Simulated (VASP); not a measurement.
# Al3GaN4 (R3m) in VASP: notebook, part 2 of 2

VASP 6.6.1. The steps go on from the part before.

## 4. Single point, PBEsol

This run uses another cell than the first one, of 9.72 Å³/atom, 1.006 times its volume.

File INCAR:

```
SYSTEM = Al3GaN4
PREC     = Accurate       ! precision mode
ENCUT    = 520            ! plane-wave cutoff, eV
EDIFF    = 1E-7           ! SCF threshold, eV
ISMEAR   = 0              ! smearing method
SIGMA    = 0.05           ! smearing width, eV
LREAL    = .FALSE.        ! projectors in reciprocal space
LASPH    = .TRUE.         ! aspherical terms in the spheres
NELM     = 80             ! most SCF steps
ALGO     = Normal         ! electronic algorithm
ISIF     = 2              ! what is computed and relaxed
LWAVE    = .FALSE.        ! write WAVECAR
LCHARG   = .FALSE.        ! write CHGCAR
GGA      = PS             ! functional
NBANDS   = 31             ! bands
```

File KPOINTS:

```
regular mesh
0
G
  6 6 6
  0 0 0
```

File POSCAR:

```
Al3GaN4
1.0
    4.2749048883      0.1615208909      0.1615208909
    0.1615208909      4.2749048883      0.1615208909
    0.1615208909      0.1615208909      4.2749048883
Al Ga N
3 1 4
Direct
    0.5000000000      0.5000000000      0.0000000000
    0.5000000000      0.0000000000      0.5000000000
    0.0000000000      0.5000000000      0.5000000000
    0.0000000000      0.0000000000      0.0000000000
    0.7447140287      0.7447140287      0.2552859713
    0.7447140287      0.2552859713      0.7447140287
    0.2552859713      0.7447140287      0.7447140287
    0.2552859713      0.2552859713      0.2552859713
```

Potentials or basis: VASP PAW PBE potentials, release 64 (Al, Ga_d, N).

Launch:

```bash
$ cat potpaw_PBE.64/Al/POTCAR potpaw_PBE.64/Ga_d/POTCAR potpaw_PBE.64/N/POTCAR > POTCAR
$ mpirun -np 1 vasp_std > vasp.out
```

OUTCAR:

```text
SYSTEM = Al3GaN4
   PREC = Accurate
   ENCUT = 520
   EDIFF = 1E-7
   ISMEAR = 0
   LREAL = .FALSE.
   LASPH = .TRUE.
   NELM = 80
   ISIF = 2
   GGA = PS

 ion  position               nearest neighbor table
   1  0.500  0.500  0.000-   8 1.79   7 1.79   6 1.79   5 1.98   2 2.91   3 2.91   2 2.91   4 2.91
                             3 2.91   4 2.91   3 3.14   2 3.14   4 3.14   2 3.14   3 3.14   4 3.14
   2  0.500  0.000  0.500-   8 1.79   7 1.79   5 1.79   6 1.98   1 2.91   4 2.91   1 2.91   3 2.91
                             3 2.91   4 2.91   3 3.14   1 3.14   4 3.14   1 3.14   4 3.14   3 3.14
   3  0.000  0.500  0.500-   8 1.79   6 1.79   5 1.79   7 1.98   1 2.91   4 2.91   2 2.91   4 2.91
                             1 2.91   2 2.91   2 3.14   4 3.14   4 3.14   1 3.14   1 3.14   2 3.14
   4  0.000  0.000  0.000-   5 1.84   6 1.84   7 1.84   8 2.03   2 2.91   3 2.91   1 2.91   3 2.91
                             1 2.91   2 2.91   2 3.14   3 3.14   3 3.14   1 3.14   2 3.14   1 3.14
   5  0.745  0.745  0.255-   2 1.79   3 1.79   4 1.84   1 1.98
   6  0.745  0.255  0.745-   1 1.79   3 1.79   4 1.84   2 1.98
   7  0.255  0.745  0.745-   1 1.79   2 1.79   4 1.84   3 1.98
   8  0.255  0.255  0.255-   1 1.79   2 1.79   3 1.79   4 2.03

  LATTYP: Found a trigonal (rhomboedric) cell.
 ALAT       =     4.2810033637
 COS(alpha) =     0.0767753955
[... 206 lines left out ...]
      5      -6.0125      2.00000
      6      -6.0125      2.00000
[... 805 lines left out ...]
     30      18.1386      0.00000
     31      18.4436      0.00000

 [... further k-points ...]

------------------------ aborting loop because EDIFF is reached ----------------------------------------

  FORCE on cell =-STRESS in cart. coord.  units (eV):
  Direction    XX          YY          ZZ          XY          YZ          ZX
  --------------------------------------------------------------------------------------
  -------------------------------------------------------------------------------------
  Total       12.9956054     12.9956054     12.9956054     -9.2787182     -9.2787182     -9.2787182
  in kB      267.6360800    267.6360800    267.6360800   -191.0891948   -191.0891948   -191.0891948
  external PRESSURE =     267.6360800 kB  Pullay stress =       0.0000000 kB

 VOLUME and BASIS-vectors are now :
 -----------------------------------------------------------------------------
  energy-cutoff  :      520.00
  volume of cell :       77.80
      direct lattice vectors                 reciprocal lattice vectors
     4.274904888  0.161520891  0.161520891     0.234568687 -0.008540150 -0.008540150
     0.161520891  4.274904888  0.161520891    -0.008540150  0.234568687 -0.008540150
     0.161520891  0.161520891  4.274904888    -0.008540150 -0.008540150  0.234568687

 POSITION                                       TOTAL-FORCE (eV/Angst)
 -----------------------------------------------------------------------------------
      2.21821      2.21821      0.16152         0.733871      0.733871      0.764907
      2.21821      0.16152      2.21821         0.733871      0.764907      0.733871
      0.16152      2.21821      2.21821         0.764907      0.733871      0.733871
      0.00000      0.00000      0.00000         0.771505      0.771505      0.771505
      3.34510      3.34510      1.33190        -0.773915     -0.773915     -0.814388
      3.34510      1.33190      3.34510        -0.773915     -0.814388     -0.773915
      1.33190      3.34510      3.34510        -0.814388     -0.773915     -0.773915
      1.17379      1.17379      1.17379        -0.641936     -0.641936     -0.641936
 -----------------------------------------------------------------------------------
    total drift:                                0.000293      0.000293      0.000293

  FREE ENERGIE OF THE ION-ELECTRON SYSTEM (eV)
  ---------------------------------------------------
  free  energy   TOTEN  =       -58.3682545821 eV

  energy  without entropy=      -58.3682545821  energy(sigma->0) =      -58.36825458
```

OSZICAR:

```text
N       E                     dE             d eps       ncg     rms          rms(c)
DAV:   1     0.316395031533E+03    0.31640E+03   -0.19786E+04  2270   0.173E+03
DAV:   2    -0.260513927583E+02   -0.34245E+03   -0.31945E+03  2340   0.455E+02
DAV:   3    -0.667480360243E+02   -0.40697E+02   -0.40129E+02  2240   0.125E+02
DAV:   4    -0.682482543258E+02   -0.15002E+01   -0.14960E+01  2688   0.268E+01
DAV:   5    -0.682789885699E+02   -0.30734E-01   -0.30725E-01  2365   0.350E+00    0.174E+01
DAV:   6    -0.584073844705E+02    0.98716E+01   -0.26991E+01  3118   0.609E+01    0.596E+00
DAV:   7    -0.584669946173E+02   -0.59610E-01   -0.36073E+00  2383   0.118E+01    0.422E+00
DAV:   8    -0.583931702690E+02    0.73824E-01   -0.46486E-01  2658   0.722E+00    0.882E-01
DAV:   9    -0.583682035499E+02    0.24967E-01   -0.92953E-02  3194   0.488E+00    0.433E-01
DAV:  10    -0.583681637134E+02    0.39837E-04   -0.13566E-02  2408   0.689E-01    0.183E-01
DAV:  11    -0.583682588034E+02   -0.95090E-04   -0.84961E-04  3177   0.343E-01    0.264E-02
DAV:  12    -0.583682550533E+02    0.37502E-05   -0.13820E-04  3003   0.172E-01    0.181E-02
DAV:  13    -0.583682548695E+02    0.18377E-06   -0.10672E-05  3160   0.336E-02    0.596E-03
DAV:  14    -0.583682545471E+02    0.32241E-06   -0.23132E-06  3155   0.223E-02    0.201E-03
DAV:  15    -0.583682545821E+02   -0.35019E-07   -0.93415E-07  2432   0.575E-03
   1 F= -.58368255E+02 E0= -.58368255E+02  d E =-.939328E-17
```

stdout:

```text
POSCAR found type information on POSCAR AlGaN
 POSCAR found :  3 types and       8 ions
 scaLAPACK will be used
 -----------------------------------------------------------------------------
|                                                                             |
|                                                                             |
|     You enforced a specific xc type in the INCAR file but a different       |
|     I HOPE YOU KNOW WHAT YOU ARE DOING!                                     |
|                                                                             |
 -----------------------------------------------------------------------------

 LDA part: xc-table for (Slater+PW92), standard interpolation
 POSCAR, INCAR and KPOINTS ok, starting setup
 FFT: planning ... GRIDC
 FFT: planning ... GRID_SOFT
 FFT: planning ... GRID
 WAVECAR not read
 entering main loop
```

It took 57 s on 1 thread of Intel Xeon 6975P-C, shared host; peak memory 0.22 GiB.

What came out:

```
Free energy            : -58.3683 eV
Pressure               : 26.8 GPa
Largest force          : 1.364 eV/Å
Band gap on the k mesh : 2.82 eV, direct
```

Forces on the atoms (eV/Å):
```
Al   0.734  0.734  0.765
Al   0.734  0.765  0.734
Al   0.765  0.734  0.734
Ga   0.772  0.772  0.772
N   -0.774 -0.774 -0.814
N   -0.774 -0.814 -0.774
N   -0.814 -0.774 -0.774
N   -0.642 -0.642 -0.642
```

Caveat: the PAW data sets were made with another functional, which shifts forces and pressure a little. A k mesh can miss the band edges.

## 5. Single point, PBEsol

This run uses another cell than the first one, of 9.72 Å³/atom, 1.006 times its volume.

File INCAR:

```
PREC = Accurate
ENCUT = 520
EDIFF = 1E-6
ISMEAR = 0
SIGMA = 0.05
LREAL = False
LASPH = True
NELM = 80
ALGO = Normal
ISIF = 2
LWAVE = False
LCHARG = True
GGA = PS
LELF = True
LVHAR = True
NBANDS = 31
```

File KPOINTS:

```
regular mesh
0
Gamma
  6 6 6
```

Edit POSCAR of step 4 so:

```diff
@@ -2,5 +2,5 @@
 1.0
-    4.2749048883      0.1615208909      0.1615208909
-    0.1615208909      4.2749048883      0.1615208909
-    0.1615208909      0.1615208909      4.2749048883
+    4.2749048883     -0.1615208909     -0.1615208909
+   -0.1615208909      4.2749048883     -0.1615208909
+   -0.1615208909     -0.1615208909      4.2749048883
 Al Ga N
```

Launch:

```bash
$ cat potpaw_PBE.64/Al/POTCAR potpaw_PBE.64/Ga_d/POTCAR potpaw_PBE.64/N/POTCAR > POTCAR
$ mpirun -np 1 vasp_std > vasp.out
```

Wall time 57 s (1 thread of Intel Xeon 6975P-C, shared host); peak memory 0.22 GiB.

It converged, with:

```
Free energy            : -58.1240 eV
Pressure               : 27.8 GPa
Largest force          : 2.890 eV/Å
Band gap on the k mesh : 2.87 eV, direct
```

Forces in eV/Å, atoms in the order of the input:
```
Al  -1.577 -1.577 -1.740
Al  -1.577 -1.740 -1.577
Al  -1.740 -1.577 -1.577
Ga  -1.644 -1.644 -1.644
N    1.611  1.611  1.777
N    1.611  1.777  1.611
N    1.777  1.611  1.611
N    1.540  1.540  1.540
```

Stress tensor (GPa, compression positive):
```
27.77 24.08 24.08
24.08 27.77 24.08
24.08 24.08 27.77
```

Levels at points of the mesh, in eV from the valence-band top:
```csv
k point,band 19,band 20,band 21,band 22,band 23,band 24
"(0.00, 0.00, 0.00)",-0.49,-0.49,0.00,2.87,2.87,2.98
"(0.50, 0.00, 0.00)",-1.71,-1.22,-0.90,5.45,5.50,5.78
"(0.50, 0.50, 0.00)",-1.12,-0.73,-0.56,6.99,7.44,7.55
"(0.50, 0.50, 0.50)",-0.64,-0.64,-0.37,5.63,7.02,7.60
```

Caveat: the PAW data sets were made with another functional, which shifts forces and pressure a little. A k mesh can miss the band edges.

## 6. Single point, PBEsol

This run uses another cell than the first one, of 9.75 Å³/atom, 1.009 times its volume.

File INCAR:

```
SYSTEM = Al3GaN4
PREC = Accurate ; ENCUT = 520
EDIFF = 1E-6 ; ISMEAR = 0
SIGMA = 0.05 ; LREAL = .False.
LASPH = .True. ; NELM = 100
ALGO = Normal ; ISIF = 2
LWAVE = .False. ; LCHARG = .False.
GGA = PS ; NBANDS = 31
```

File KPOINTS:

```
regular mesh
0
Gamma
  6 6 6
  0 0 0
```

Edit POSCAR of step 5 so:

```diff
@@ -2,5 +2,5 @@
 1.0
-    4.2749048883     -0.1615208909     -0.1615208909
-   -0.1615208909      4.2749048883     -0.1615208909
-   -0.1615208909     -0.1615208909      4.2749048883
+    4.2749048883     -0.0808706234     -0.0808706234
+   -0.0808706234      4.2749048883     -0.0808706234
+   -0.0808706234     -0.0808706234      4.2749048883
 Al Ga N
```

Potentials or basis: VASP PAW PBE potentials, release 64 (Al, Ga_d, N).

Launch:

```bash
$ cat potpaw_PBE.64/Al/POTCAR potpaw_PBE.64/Ga_d/POTCAR potpaw_PBE.64/N/POTCAR > POTCAR
$ mpirun -np 1 vasp_std > vasp.out
```

OUTCAR:

```text
SYSTEM = Al3GaN4
   PREC = Accurate
   ENCUT = 520
   EDIFF = 1E-6
   ISMEAR = 0
   LREAL = .False.
   LASPH = .True.
   NELM = 100
   ISIF = 2
   GGA = PS

 ion  position               nearest neighbor table
   1  0.500  0.500  0.000-   5 1.77   6 1.86   7 1.86   8 1.86   3 2.97   4 2.97   2 2.97   2 2.97
                             3 2.97   4 2.97   4 3.08   2 3.08   3 3.08   4 3.08   3 3.08   2 3.08
   2  0.500  0.000  0.500-   6 1.77   5 1.86   7 1.86   8 1.86   3 2.97   4 2.97   1 2.97   1 2.97
                             4 2.97   3 2.97   3 3.08   1 3.08   3 3.08   4 3.08   4 3.08   1 3.08
   3  0.000  0.500  0.500-   7 1.77   6 1.86   5 1.86   8 1.86   2 2.97   4 2.97   1 2.97   4 2.97
                             1 2.97   2 2.97   4 3.08   1 3.08   1 3.08   2 3.08   4 3.08   2 3.08
   4  0.000  0.000  0.000-   8 1.82   6 1.91   7 1.91   5 1.91   2 2.97   3 2.97   1 2.97   3 2.97
                             2 2.97   1 2.97   3 3.08   2 3.08   1 3.08   2 3.08   3 3.08   1 3.08
   5  0.745  0.745  0.255-   1 1.77   2 1.86   3 1.86   4 1.91
   6  0.745  0.255  0.745-   2 1.77   3 1.86   1 1.86   4 1.91
   7  0.255  0.745  0.745-   3 1.77   2 1.86   1 1.86   4 1.91
   8  0.255  0.255  0.255-   4 1.82   2 1.86   3 1.86   1 1.86

  LATTYP: Found a trigonal (rhomboedric) cell.
 ALAT       =     4.2764344868
 COS(alpha) =    -0.0374503738
[... 206 lines left out ...]
      5      -6.0167      2.00000
      6      -6.0167      2.00000
[... 805 lines left out ...]
     30      17.9842      0.00000
     31      18.4185      0.00000

 [... further k-points ...]

------------------------ aborting loop because EDIFF is reached ----------------------------------------

  FORCE on cell =-STRESS in cart. coord.  units (eV):
  Direction    XX          YY          ZZ          XY          YZ          ZX
  --------------------------------------------------------------------------------------
  -------------------------------------------------------------------------------------
  Total       11.2644727     11.2644727     11.2644727      5.4656930      5.4656930      5.4656930
  in kB      231.2674353    231.2674353    231.2674353    112.2144665    112.2144665    112.2144665
  external PRESSURE =     231.2674353 kB  Pullay stress =       0.0000000 kB

 VOLUME and BASIS-vectors are now :
 -----------------------------------------------------------------------------
  energy-cutoff  :      520.00
  volume of cell :       78.04
      direct lattice vectors                 reciprocal lattice vectors
     4.274904888 -0.080870623 -0.080870623     0.234094116  0.004513873  0.004513873
    -0.080870623  4.274904888 -0.080870623     0.004513873  0.234094116  0.004513873
    -0.080870623 -0.080870623  4.274904888     0.004513873  0.004513873  0.234094116

 POSITION                                       TOTAL-FORCE (eV/Angst)
 -----------------------------------------------------------------------------------
      2.09702      2.09702     -0.08087        -0.642716     -0.642716     -0.705181
      2.09702     -0.08087      2.09702        -0.642716     -0.705181     -0.642716
     -0.08087      2.09702      2.09702        -0.705181     -0.642716     -0.642716
      0.00000      0.00000      0.00000        -0.674177     -0.674177     -0.674177
      3.10271      3.10271      0.97087         0.654359      0.654359      0.732133
      3.10271      0.97087      3.10271         0.654359      0.732133      0.654359
      0.97087      3.10271      3.10271         0.732133      0.654359      0.654359
      1.05003      1.05003      1.05003         0.623939      0.623939      0.623939
 -----------------------------------------------------------------------------------
    total drift:                               -0.000160     -0.000160     -0.000160

  FREE ENERGIE OF THE ION-ELECTRON SYSTEM (eV)
  ---------------------------------------------------
  free  energy   TOTEN  =       -59.1590195380 eV

  energy  without entropy=      -59.1590195380  energy(sigma->0) =      -59.15901954
```

Run time: 61 s. Hardware: 1 thread of Intel Xeon 6975P-C, shared host; peak memory 0.22 GiB.

What came out:

```
Free energy            : -59.1590 eV
Pressure               : 23.1 GPa
Largest force          : 1.180 eV/Å
Band gap on the k mesh : 3.13 eV, direct
```

Forces in eV/Å, atoms in the order of the input:
```
Al  -0.643 -0.643 -0.705
Al  -0.643 -0.705 -0.643
Al  -0.705 -0.643 -0.643
Ga  -0.674 -0.674 -0.674
N    0.654  0.654  0.732
N    0.654  0.732  0.654
N    0.732  0.654  0.654
N    0.624  0.624  0.624
```

Stress tensor (GPa, compression positive):
```
23.13 11.22 11.22
11.22 23.13 11.22
11.22 11.22 23.13
```

Caveat: the PAW data sets were made with another functional, which shifts forces and pressure a little. A k mesh can miss the band edges.

## 7. Summary

```tsv
cell	gap on the mesh (eV)	pressure (GPa)	largest force (eV/Å)
a = 4.289 Å, angles 96.3°, 8 atoms	2.61	36.3	5.34
a = 4.289 Å, angles 83.3°, 8 atoms	2.42	32.7	1.75
a = 4.281 Å, angles 85.6°, 8 atoms	2.82	26.8	1.36
a = 4.281 Å, angles 94.2°, 8 atoms	2.87	27.8	2.89
a = 4.276 Å, angles 92.1°, 8 atoms	3.13	23.1	1.18
```

Alike in all rows: task single point; level PBEsol; potentials or basis VASP PAW PBE potentials, release 64 (Al, Ga_d, N); no spin polarisation; k mesh 6 × 6 × 6; cutoff (eV) 520; smearing gaussian 0.05 eV.

Caveats: the PAW data sets were made with another functional, which shifts forces and pressure a little.

Absolute energies hang on the potentials; compare differences alone.
